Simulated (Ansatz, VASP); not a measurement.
# One calculation of TiCo3, two programs

File INCAR:

```
ALGO = Fast
EDIFF = 1E-7
ENCUT = 520
GGA = PS
ISIF = 2
ISMEAR = 0
ISPIN = 2
LASPH = True
LCHARG = False
LMAXMIX = 4
LORBIT = 11
LREAL = False
LWAVE = False
MAGMOM = 0 0.3 0.3 0.3
NBANDS = 32
NELM = 150
PREC = Accurate
SIGMA = 0.1
```

Contents of KPOINTS:

```
k-points
0
Gamma
  12 12 12
```

Contents of POSCAR:

```
TiCo3
1.0
    3.5975934968      0.0000000000      0.0000000000
    0.0000000000      3.5975934968      0.0000000000
    0.0000000000      0.0000000000      3.5975934968
Ti Co
1 3
Direct
    0.0000000000      0.0000000000      0.0000000000
    0.0000000000      0.5000000000      0.5000000000
    0.5000000000      0.0000000000      0.5000000000
    0.5000000000      0.5000000000      0.0000000000
```

Input for Ansatz:

```yaml
crystal:
  lattice:
    - [3.5975934968, 0.0, 0.0]
    - [0.0, 3.5975934968, 0.0]
    - [0.0, 0.0, 3.5975934968]
  atoms:
    - { symbol: Ti, position: [0.0, 0.0, 0.0] }
    - { symbol: Co, position: [0.0, 0.5, 0.5], spin: 0.3 }
    - { symbol: Co, position: [0.5, 0.0, 0.5], spin: 0.3 }
    - { symbol: Co, position: [0.5, 0.5, 0.0], spin: 0.3 }
basis:
  ecutwfc: 420
kpoints:
  mp_grid: { grid: [12, 12, 12] }
hamiltonian:
  xc: pbesol
scf:
  occupations: { method: gaussian, width: 0.1 }
output:
  forces: true
  stress: true
  eigenvalues: true
  populations: true
magnetization:
  spin_polarized: true
```

Alike in both runs: task single point; functional PBEsol; k mesh 12 × 12 × 12; occupations gaussian, width 0.1 eV; collinear spin.

|  | VASP | Ansatz |
| --- | --- | --- |
| version | VASP 6.6.1 | Ansatz 0.2.0 |
| potentials or method | VASP PAW PBE potentials, release 64 (Ti_sv, Co), cutoff 520 eV | scalar-relativistic, plane waves, PAW |
| valence electrons in the cell | 39 | 63 |

|  | VASP | Ansatz | Ansatz less VASP |
| --- | --- | --- | --- |
| gap on the k mesh at the Fermi level (eV) | none | none | - |
| pressure (GPa) | -13.1 | -7.8 | +5.21 |
| net moment per atom (μB) | 0.00 | 0.66 | +0.662 |
| size of the moment on the site where the two differ most (μB) | 0.00 | 1.08 | +1.079 |

The net moments are unlike, so the other rows may belong to different states. VASP's potentials were made for PBE, not for PBEsol. Site moments also hang on the region over which each program counts them. A gap of «none» marks a metal or a gap that the smearing closes. VASP's potentials hold 39 valence electrons a cell and Ansatz's 63, so a difference there can come from the potentials and not from the codes.
